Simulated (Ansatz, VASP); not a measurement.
# Two plane-wave programs on CoSi2

Contents of INCAR:

```
SYSTEM = CoSi2
  PREC = Accurate
  ENCUT = 520
  EDIFF = 1E-7
  ISMEAR = 0
  SIGMA = 0.15
  LREAL = .False.
  LASPH = .True.
  NELM = 100
  ALGO = Normal
  ISIF = 2
  LWAVE = .False.
  LCHARG = .False.
  GGA = PE
  NBANDS = 16
```

Contents of KPOINTS:

```
regular mesh
0
Gamma
  14 14 14
  0 0 0
```

POSCAR

```
CoSi2
1.0
    0.0000000000      2.6066888915      2.6066888915
    2.6066888915      0.0000000000      2.6066888915
    2.6066888915      2.6066888915      0.0000000000
Co Si
1 2
Direct
    0.0000000000      0.0000000000      0.0000000000
    0.2500000000      0.2500000000      0.2500000000
    0.7500000000      0.7500000000      0.7500000000
```

Input for Ansatz:

```yaml
crystal:
  lattice:
    - [0.0, 2.6066888915, 2.6066888915]
    - [2.6066888915, 0.0, 2.6066888915]
    - [2.6066888915, 2.6066888915, 0.0]
  atoms:
    - { symbol: Co, position: [0.0, 0.0, 0.0] }
    - { symbol: Si, position: [0.25, 0.25, 0.25] }
    - { symbol: Si, position: [0.75, 0.75, 0.75] }
basis:
  ecutwfc: 520.0
kpoints:
  mp_grid: { grid: [14, 14, 14] }
hamiltonian:
  xc: pbe
  pseudopotentials: { kind: paw, azcp: { folder: soft_1 } }
scf:
  occupations: { method: gaussian, width: 0.15 }
  lower_state_search: "off"
output:
  forces: true
  stress: true
  eigenvalues: true
```

Alike in both runs: task single point; functional PBE; k mesh 14 × 14 × 14; occupations gaussian, width 0.15 eV; no spin polarisation.

|  | VASP | Ansatz |
| --- | --- | --- |
| version | VASP 6.6.1 | Ansatz 0.2.0 |
| potentials or method | VASP PAW PBE potentials, release 64 (Co, Si), cutoff 520 eV | scalar-relativistic, plane waves, PAW |
| valence electrons in the cell | 17 | 25 |

Ansatz gave:

| Item | Value |
| --- | --- |
| gap on the k mesh at the Fermi level (eV) | none |
| pressure (GPa) | 18.1 |

Problem. Estimate VASP's values.

Solution. gap on the k mesh at the Fermi level (eV): none; pressure (GPa): 17.8.

A gap of «none» marks a metal or a gap that the smearing closes. VASP's potentials hold 17 valence electrons a cell and Ansatz's 25, so a difference there can come from the potentials and not from the codes.
